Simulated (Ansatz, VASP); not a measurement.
# Cu: VASP beside Ansatz

```
Cu
1.0
    -1.44279    1.58707    1.37608
     1.44279   -1.58707    1.37608
     1.44279    1.58707   -1.37608
Cu
1
Cartesian
  0.0000 0.0000 0.0000
```

Change from the starting cell: strain +0.1000 x Voigt [0, 1, 0, 0, 0, 0], atoms carried along.

Alike in both runs: task single point; functional PBEsol; k mesh 24 × 24 × 24; occupations gaussian, width 0.15 eV; no spin polarisation.

```csv
,VASP,Ansatz
version,VASP 6.6.1,Ansatz 0.2.0
potentials or method,"VASP PAW PBE potentials, release 64 (Cu), cutoff 520 eV","scalar-relativistic, plane waves, PAW"
valence electrons in the cell,11,19
```

VASP gave:

| Property | Result |
| --- | --- |
| gap on the k mesh at the Fermi level (eV) | none |
| pressure (GPa) | -12.5 |
| traceless stress, the component that is largest in VASP (GPa) | 1.28 |

**Question.** Which values does Ansatz return?

**Answer.** gap on the k mesh at the Fermi level (eV): none; pressure (GPa): -13.2; traceless stress, the component that is largest in VASP (GPa): 1.30.

VASP's potentials were made for PBE, not for PBEsol. A gap of «none» marks a metal or a gap that the smearing closes. VASP's potentials hold 11 valence electrons a cell and Ansatz's 19, so a difference there can come from the potentials and not from the codes.
